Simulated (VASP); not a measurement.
Set up this calculation in VASP 6.6.1, as the native input.

- Task: single point
- Functional: PBE
- Potentials or basis: VASP PAW PBE potentials, release 64 (La, Ga_d, F)
- Cutoff: 520 eV
- k mesh: 6 × 6 × 4
- Occupations: gaussian, width 0.02 eV
- Spin: no spin polarisation
- Dipole correction: no
- Further INCAR settings: ALGO = Normal; EDIFF = 1e-06; NBANDS = 35

The structure of LaGaF4 lies in POSCAR:

```
LaGaF4
1.0
    4.1142007972      0.0000000000      0.0000000000
    0.0000000000      4.1142007972      0.0000000000
    0.0000000000      0.0000000000      6.2489500815
La Ga F
1 1 4
Direct
    0.0000000000      0.0000000000      0.0000000000
    0.5000000000      0.5000000000      0.5000000000
    0.5000000000      0.0000000000      0.7858827478
    0.0000000000      0.5000000000      0.2141172522
    0.5000000000      0.0000000000      0.2141172522
    0.0000000000      0.5000000000      0.7858827478
```

One way to write it, as run:

INCAR

```
  ALGO = Normal
  EDIFF = 1E-6
  ENCUT = 520
  GGA = PE
  ISIF = 2
  ISMEAR = 0
  LASPH = True
  LCHARG = True
  LELF = True
  LREAL = False
  LVHAR = True
  LWAVE = False
  NBANDS = 35
  NELM = 100
  PREC = Accurate
  SIGMA = 0.02
```

KPOINTS

```
k-points
0
Gamma
  6 6 4
```

Potentials or basis: VASP PAW PBE potentials, release 64 (La, Ga_d, F).

Launch:

```bash
$ cat potpaw_PBE.64/La/POTCAR potpaw_PBE.64/Ga_d/POTCAR potpaw_PBE.64/F/POTCAR > POTCAR
$ mpirun -np 1 vasp_std > vasp.out
```

It gave:

```json
{
  "Pressure": "-0.3 GPa",
  "Largest force": "0.015 eV/Å",
  "Band gap on the k mesh": "3.93 eV (least direct gap 4.20 eV)"
}
```

Caveat: spin-orbit coupling is left out, which moves the levels of the heavy elements.

Wall time 2.3 min on 1 thread of AMD EPYC 7R43 64-Core Processor (Zen 3) (shared host), peak memory 0.24 GiB.
